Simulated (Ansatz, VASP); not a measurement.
**Hg in VASP and in Ansatz**

Contents of INCAR:

```
PREC = Accurate
ENCUT = 520
EDIFF = 1E-6
ISMEAR = -1
SIGMA = 0.1
LREAL = F
LASPH = T
NELM = 80
ALGO = Normal
ISIF = 2
LWAVE = F
LCHARG = F
NBANDS = 32
```

Contents of KPOINTS:

```
Automatic mesh
0
Gamma
  13 13 4
```

Contents of POSCAR:

```
Hg
1.0
    3.0363648562      0.0000000000      0.0000000000
   -1.5181824281      2.6295691007      0.0000000000
    0.0000000000      0.0000000000     10.2204830815
Hg
4
Direct
    0.0000000000      1.0000000000      0.0000000000
    0.0000000000      1.0000000000      0.5000000000
    0.3333333333      0.6666666667      0.2500000000
    0.6666666667      0.3333333333      0.7500000000
```

Input for Ansatz:

```yaml
crystal:
  lattice:
    - [3.0363648562, 0.0, 0.0]
    - [-1.5181824281, 2.6295691007, 0.0]
    - [0.0, 0.0, 10.2204830815]
  atoms:
    - { symbol: Hg, position: [0.0, 1.0, 0.0] }
    - { symbol: Hg, position: [0.0, 1.0, 0.5] }
    - { symbol: Hg, position: [0.3333333333, 0.6666666667, 0.25] }
    - { symbol: Hg, position: [0.6666666667, 0.3333333333, 0.75] }
hamiltonian:
  xc: lda
  pseudopotentials:
    kind: paw
    azcp:
      Hg: "pseudopotentials/Hg.paw.azcp"
basis:
  ecutwfc: 420
  fft_grid_basis: typed
kpoints:
  mp_grid: { grid: [13, 13, 4], shift: [0, 0, 0] }
magnetization:
  spin_polarized: false
scf:
  occupations: { method: fermi_dirac, width: 0.1 }
  lower_state_search: "off"
output:
  stress: true
```

Alike in both runs: task single point; functional LDA; k mesh 13 × 13 × 4; occupations fermi-dirac, width 0.1 eV; no spin polarisation.

```csv
,VASP,Ansatz
version,VASP 6.6.1,Ansatz 0.2.0
potentials or method,"VASP PAW LDA potentials, release 64 (Hg), cutoff 520 eV","plane waves (420 eV) with PAW, scalar-relativistic"
valence electrons in the cell,48,80
```

```csv
,VASP,Ansatz,Ansatz less VASP
pressure (GPa),6.3,5.4,-0.96
"traceless stress, the component that is largest in VASP (GPa)",-0.30,-0.27,+0.034
```

Ansatz warns that its potentials were made for another functional, while VASP's fit it. LDA's correlation is that of Perdew and Zunger in VASP and of Perdew and Wang (1992) in Ansatz. VASP's potentials hold 48 valence electrons a cell and Ansatz's 80, so a difference there can come from the potentials and not from the codes.

Spin-orbit coupling is off throughout.
